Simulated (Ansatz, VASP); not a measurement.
# Two plane-wave programs on KCl

POSCAR

```
KCl
1.0
    0.0000000000      3.0190543798      3.1785270824
    3.0190543798      0.0000000000      3.1785270824
    3.0190543798      3.0190543798      0.0000000000
K Cl
1 1
Direct
    0.0000000000      0.0000000000      0.0000000000
    0.5000000000      0.5000000000      0.5000000000
```

INCAR.step1

```
PREC     = Accurate       # precision mode
ENCUT    = 520            # plane-wave cutoff, eV
ISMEAR   = 0              # smearing method
SIGMA    = 0.01           # smearing width, eV
LREAL    = False          # projectors in reciprocal space
LASPH    = True           # aspherical terms in the spheres
NELM     = 60             # most SCF steps
NBANDS   = 15             # bands
GGA      = PE             # functional
ALGO     = Normal         # electronic algorithm
EDIFF    = 1E-4           # SCF threshold, eV
LWAVE    = True           # write WAVECAR
LCHARG   = False          # write CHGCAR
```

File INCAR.step2:

```
PREC     = Accurate       # precision mode
ENCUT    = 520            # plane-wave cutoff, eV
EDIFF    = 1E-6           # SCF threshold, eV
ISMEAR   = 0              # smearing method
SIGMA    = 0.01           # smearing width, eV
LREAL    = False          # projectors in reciprocal space
LASPH    = True           # aspherical terms in the spheres
NELM     = 60             # most SCF steps
ALGO     = Normal         # electronic algorithm
ISIF     = 2              # what is computed and relaxed
LWAVE    = False          # write WAVECAR
LCHARG   = True           # write CHGCAR
METAGGA  = R2SCAN         # meta-GGA
LMIXTAU  = True         
LELF     = True           # ELF
LVHAR    = True         
NBANDS   = 15             # bands
ISTART   = 1
```

The input KPOINTS:

```
regular mesh
0
Gamma
  8 8 8
```

Input for Ansatz:

```yaml
crystal:
  lattice:
    - [0.0, 3.0190543798, 3.1785270824]
    - [3.0190543798, 0.0, 3.1785270824]
    - [3.0190543798, 3.0190543798, 0.0]
  atoms:
    - { symbol: K, position: [0.0, 0.0, 0.0] }
    - { symbol: Cl, position: [0.5, 0.5, 0.5] }
kpoints:
  mp_grid: { grid: [8, 8, 8] }
  band_path:
    path:
      - [0.0, 0.0, 0.0]
      - [0.5, 0.0, 0.5]
      - [0.625, 0.25, 0.625]
      - [0.375, 0.375, 0.75]
      - [0.5, 0.5, 0.5]
      - [0.5, 0.25, 0.75]
    npoints: 1
hamiltonian:
  xc: r2scan
scf:
  occupations: { method: fixed }
  n_extra_bands: 4
output:
  forces: true
  stress: true
  eigenvalues: true
```

Change from the starting cell: epitaxial_xy strain -4.0%.

Alike in both runs: task single point; functional r2SCAN; k mesh 8 × 8 × 8; no spin polarisation.

|  | VASP | Ansatz |
| --- | --- | --- |
| version | VASP 6.6.1 | Ansatz 0.2.0 |
| potentials or method | VASP PAW PBE potentials, release 64 (K_sv, Cl) | plane waves, PAW |
| plane-wave cutoff (eV) | 520 | 500 |
| occupations | gaussian, width 0.01 eV | fixed |
| valence electrons in the cell | 16 | 16 |

```tsv
	VASP	Ansatz	Ansatz less VASP
gap on the k mesh at the Fermi level (eV)	6.06	6.06	-0.004
pressure (GPa)	1.8	1.9	+0.01
traceless stress, the component that is largest in VASP (GPa)	-1.86	-1.83	+0.024
```

VASP's potentials were made for PBE, not for r2SCAN.
